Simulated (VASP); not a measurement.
# C (Fd-3m) in VASP: a series of runs, part 2 of 3

VASP 6.6.1. Earlier steps stand in the parts before.

## (3) Single point, b88 exchange, pbe correlation

This run uses another cell than the first one, of 6.01 Å³/atom.

File INCAR:

```
SYSTEM = C
ALGO     = Normal         ! electronic algorithm
EDIFF    = 1E-6           ! SCF threshold, eV
ENCUT    = 600            ! plane-wave cutoff, eV
GGA      = LIBXC          ! functional
GGA_COMPAT= .FALSE.      
ISIF     = 2              ! what is computed and relaxed
ISMEAR   = -1             ! smearing method
LASPH    = .TRUE.         ! aspherical terms in the spheres
LCHARG   = .FALSE.        ! write CHGCAR
LIBXC1   = GGA_X_B88    
LIBXC2   = GGA_C_PBE    
LREAL    = .FALSE.        ! projectors in reciprocal space
LWAVE    = .FALSE.        ! write WAVECAR
NBANDS   = 11             ! bands
NELM     = 120            ! most SCF steps
PREC     = Accurate       ! precision mode
SIGMA    = 0.05           ! smearing width, eV
```

File KPOINTS:

```
k-points
0
G
  13 13 13
  0 0 0
```

File POSCAR:

```
C
1.0
    0.0000000000      1.8183469191      1.8183469191
    1.8183469191      0.0000000000      1.8183469191
    1.8183469191      1.8183469191      0.0000000000
C
2
Direct
    0.7500000000      0.7500000000      0.7500000000
    0.5000000000      0.5000000000      0.5000000000
```

Potentials or basis: VASP PAW PBE potentials, release 64 (C).

Started as:

```bash
cat potpaw_PBE.64/C/POTCAR > POTCAR
mpirun -np 1 vasp_std > vasp.out
```

OUTCAR:

```text
SYSTEM = C
   EDIFF = 1E-6
   ENCUT = 600
   GGA = LIBXC
   ISIF = 2
   ISMEAR = -1
   LASPH = .TRUE.
   LREAL = .FALSE.
   NELM = 120
   PREC = Accurate

 ion  position               nearest neighbor table
   1  0.750  0.750  0.750-   2 1.57   2 1.57   2 1.57   2 1.57
   2  0.500  0.500  0.500-   1 1.57   1 1.57   1 1.57   1 1.57

  LATTYP: Found a face centered cubic cell.
 ALAT       =     3.6366938382

  Lattice vectors:

 A1 = (   0.0000000000,   1.8183469191,   1.8183469191)
 A2 = (   1.8183469191,   0.0000000000,   1.8183469191)
 A3 = (   1.8183469191,   1.8183469191,   0.0000000000)

Analysis of symmetry for initial positions (statically):
=====================================================================
 Subroutine PRICEL returns:
 Original cell was already a primitive cell.

 Routine SETGRP: Setting up the symmetry group for a
 face centered cubic supercell.

 Subroutine GETGRP returns: Found 48 space group operations
 (whereof 24 operations were pure point group operations)
 out of a pool of 48 trial point group operations.

The static configuration has the point symmetry T_d .
 The point group associated with its full space group is O_h .

Analysis of symmetry for dynamics (positions and initial velocities):
=====================================================================
 Subroutine PRICEL returns:
 Original cell was already a primitive cell.

 Routine SETGRP: Setting up the symmetry group for a
 face centered cubic supercell.

 Subroutine GETGRP returns: Found 48 space group operations
 (whereof 24 operations were pure point group operations)
 out of a pool of 48 trial point group operations.

The dynamic configuration has the point symmetry T_d .
 The point group associated with its full space group is O_h .

 Subroutine INISYM returns: Found 48 space group operations
 (whereof 24 operations are pure point group operations),
 and found     1 'primitive' translations
[... 119 lines left out ...]
   LORBIT       =      0    0 simple, 1 ext, 2 COOP (PROOUT), +10 PAW based schemes
   GGA     = LIBXC    functional components
   LHFCALC =     F    Hartree Fock is set to
   AEXX    =    0.0000 exact exchange contribution
   IVDW    =     0    specifies the selected vdW correction
   LEPSILON=     F    determine dielectric tensor
   LRPA    =     F    only Hartree local field effects (RPA)
 non-spin polarized calculation
  energy-cutoff  :      600.00
  volume of cell :       12.02
 maximum number of plane-waves:       415
 NGX is ok and might be reduce to    24
   NGX = 11   NGY = 11   NGZ = 11

 number of electron       8.0000000 magnetization

 Free energy of the ion-electron system (eV)
  ---------------------------------------------------
  ext. energy  EPLUGINS =         0.00000000
  ---------------------------------------------------
  free energy    TOTEN  =       -17.82462193 eV

  energy without entropy =      -17.82462193  energy(sigma->0) =      -17.82462193

 E-fermi :   9.7301     XC(G=0): -12.9897

 val. band max:        8.8707907579   @ k =   0.0000   0.0000   0.0000
 cond. band min:      12.8896294778   @ k =   0.3846   0.3846   0.0000
 fundamental gap:      4.0188387199
 Fermi energy:         9.7300618556

 k-point     1 :       0.0000    0.0000    0.0000
  band No.  band energies     occupation
      1     -11.8393      2.00000
      2       8.8708      2.00000
      3       8.8708      2.00000
      4       8.8708      2.00000
      5      14.3179      0.00000
      6      14.3179      0.00000
      7      14.3179      0.00000
      8      20.8664      0.00000
      9      27.4049      0.00000
     10      34.8043      0.00000
     11      34.8043      0.00000
[... 309 lines left out ...]
 k-point    24 :       0.4615    0.1538    0.0000
  band No.  band energies     occupation
      1      -7.0545      2.00000
      2      -1.9004      2.00000
      3       4.6266      2.00000
      4       5.1915      2.00000
      5      15.7237      0.00000
      6      19.0379      0.00000
      7      19.0696      0.00000
      8      22.2388      0.00000
      9      28.7657      0.00000
     10      31.1159      0.00000
     11      35.1239      0.00000

 [... further k-points ...]

------------------------ aborting loop because EDIFF is reached ----------------------------------------

  FORCE on cell =-STRESS in cart. coord.  units (eV):
  Direction    XX          YY          ZZ          XY          YZ          ZX
  --------------------------------------------------------------------------------------
  -------------------------------------------------------------------------------------
  Total       -1.5707982     -1.5707982     -1.5707982      0.0000000      0.0000000     -0.0000000
  in kB     -209.3007378   -209.3007378   -209.3007378      0.0000000      0.0000000     -0.0000000
  external PRESSURE =    -209.3007378 kB  Pullay stress =       0.0000000 kB

 VOLUME and BASIS-vectors are now :
 -----------------------------------------------------------------------------
  energy-cutoff  :      600.00
  volume of cell :       12.02
      direct lattice vectors                 reciprocal lattice vectors
     0.000000000  1.818346919  1.818346919    -0.274975031  0.274975031  0.274975031
     1.818346919  0.000000000  1.818346919     0.274975031 -0.274975031  0.274975031
     1.818346919  1.818346919  0.000000000     0.274975031  0.274975031 -0.274975031

 POSITION                                       TOTAL-FORCE (eV/Angst)
 -----------------------------------------------------------------------------------
      2.72752      2.72752      2.72752         0.000000      0.000000      0.000000
      1.81835      1.81835      1.81835        -0.000000     -0.000000     -0.000000
 -----------------------------------------------------------------------------------
    total drift:                                0.000000      0.000000      0.000000

  FREE ENERGIE OF THE ION-ELECTRON SYSTEM (eV)
  ---------------------------------------------------
  free  energy   TOTEN  =       -17.8246219287 eV

  energy  without entropy=      -17.8246219286  energy(sigma->0) =      -17.82462193
```

stdout:

```text
POSCAR found type information on POSCAR C
 POSCAR found :  1 types and       2 ions
 scaLAPACK will be used
 -----------------------------------------------------------------------------
|                                                                             |
|                                                                             |
|     You enforced a specific xc type in the INCAR file but a different       |
|     I HOPE YOU KNOW WHAT YOU ARE DOING!                                     |
|                                                                             |
 -----------------------------------------------------------------------------

 LDA part: xc-table for (None,None), standard interpolation
 POSCAR, INCAR and KPOINTS ok, starting setup
 FFT: planning ... GRIDC
 FFT: planning ... GRID_SOFT
 FFT: planning ... GRID
 WAVECAR not read
 entering main loop
```

Wall time 7.8 s (1 thread of Intel Xeon Platinum 8488C (Sapphire Rapids), shared host); peak memory 0.13 GiB.

What came out:

```yaml
Free_energy: -17.8246 eV
Pressure: -20.9 GPa
Band_gap_on_the_k_mesh: 4.02 eV (least direct gap 5.45 eV)
```

Caveat: the cell stands under tension; the PAW data sets were made with another functional, which shifts forces and pressure a little; an odd mesh through Γ misses points on the zone boundary, where band edges can lie.

[end of part 2 of 3]
